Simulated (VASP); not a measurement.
Write the native input for VASP 6.6.1 that does the following.

```yaml
Task: single point
Functional: PBE
Dispersion: D4
Potentials_or_basis: VASP PAW PBE potentials, release 64 (Al, Fe)
Cutoff: 520 eV
k_mesh: 10 × 5 × 10
Occupations: methfessel-paxton, width 0.1 eV
Spin: collinear spin, ferromagnetic start
Starting_moments: "[0.0, 0.0, 3.5, 3.5] μB"
Dipole_correction: no
Further_INCAR_settings: ALGO = Normal; EDIFF = 1e-06; NBANDS = 23
```

The structure of AlFe lies in POSCAR:

```
AlFe
1.0
    2.9100000000      0.0000000000      0.0000000000
    0.0000000000      5.8200000000      0.0000000000
    0.0000000000      0.0000000000      2.9100000000
Al Fe
2 2
Direct
    0.0000000000      0.0000000000      0.0000000000
    0.0000000000      0.5000000000      0.0000000000
    0.5000000000      0.2500000000      0.5000000000
    0.5000000000      0.7500000000      0.5000000000
```

The input as run:

INCAR

```
SYSTEM = AlFe
PREC     = Accurate       ! precision mode
ENCUT    = 520            ! plane-wave cutoff, eV
EDIFF    = 1E-6           ! SCF threshold, eV
ISMEAR   = 1              ! smearing method
SIGMA    = 0.1            ! smearing width, eV
LREAL    = .False.        ! projectors in reciprocal space
LASPH    = .True.         ! aspherical terms in the spheres
NELM     = 150            ! most SCF steps
ALGO     = Normal         ! electronic algorithm
ISIF     = 2              ! what is computed and relaxed
LWAVE    = .False.        ! write WAVECAR
LCHARG   = .False.        ! write CHGCAR
ISPIN    = 2              ! spin polarisation
MAGMOM   = 0 0 3.5 3.5    ! initial moments
LORBIT   = 11             ! projections on sites
LMAXMIX  = 4              ! l up to which the mixer works
GGA      = PE             ! functional
IVDW     = 13             ! dispersion correction
NBANDS   = 23             ! bands
```

KPOINTS

```
regular mesh
0
Gamma
  10 5 10
  0 0 0
```

Potentials or basis: VASP PAW PBE potentials, release 64 (Al, Fe).

Command:

```sh
$ cat potpaw_PBE.64/Al/POTCAR potpaw_PBE.64/Fe/POTCAR > POTCAR
$ mpirun -np 1 vasp_std > vasp.out
```

It gave:

| Quantity | Value |
| --- | --- |
| Pressure | -10.7 GPa |
| Net moment | 1.53 μB per cell |
| Site moments | Al -0.03; Fe +0.82 μB |
| Valence electrons inside the program's atomic spheres | Al 0.82; Fe 7.34 |
| Dispersion energy per atom | -0.388 eV |

Caveat: pairwise dispersion overbinds metals, which lowers pressure and volume.

Wall time 49 s on 1 thread of Intel(R) Xeon(R) 6975P-C (Granite Rapids) (shared host), peak memory 0.26 GiB.
